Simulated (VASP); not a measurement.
Input of a VASP 6.6.1 run:

The input INCAR:

```
  PREC = Accurate
  ENCUT = 600
  EDIFF = 1E-6
  ISMEAR = 0
  SIGMA = 0.01
  LREAL = False
  LASPH = True
  NELM = 100
  ALGO = Normal
  ISIF = 3
  LWAVE = False
  LCHARG = False
  GGA = PE
  IBRION = 2
  NSW = 80
  EDIFFG = -0.001
  PSTRESS = 90.0
```

The input KPOINTS:

```
Automatic mesh
0
Gamma
  8 8 8
```

POSCAR

```
GaP
1.0
    0.0000000000      2.7530369381      2.7530369381
    2.7530369381      0.0000000000      2.7530369381
    2.7530369381      2.7530369381      0.0000000000
Ga P
1 1
Direct
    0.0000000000      0.0000000000      0.0000000000
    0.7500000000      0.7500000000      0.7500000000
```

Potentials or basis: VASP PAW PBE potentials, release 64 (Ga_d, P).

Run with:

```sh
$ cat potpaw_PBE.64/Ga_d/POTCAR potpaw_PBE.64/P/POTCAR > POTCAR
$ mpirun -np 1 vasp_std > vasp.out
```

Q: What does it give for the band gap on the k mesh?

A: 1.51 eV (least direct gap 2.37 eV).

Q: Predict the space group after relaxing (to 0.1 Å).

A: F-43m (No. 216).

Q: Predict the relaxed volume.

A: 18.97 Å³/atom.

The path:
```tsv
step	energy change (eV)	largest force (eV/Å)	pressure (GPa)	volume (Å³)
1	0.0000	0.0000	-0.07	41.73
2	0.3553	0.0000	19.79	34.99
3	0.0948	0.0000	8.85	37.98
4	0.0989	0.0000	9.15	37.91
5	0.0938	0.0000	8.79	38.00
6	0.0973	0.0000	9.06	37.93
7	0.0965	0.0000	8.90	37.95
8	0.0970	0.0000	9.01	37.94
```

Caveat: the cell is relaxed towards a set pressure, so the run minimises the enthalpy, not the energy. A k mesh can miss the band edges.
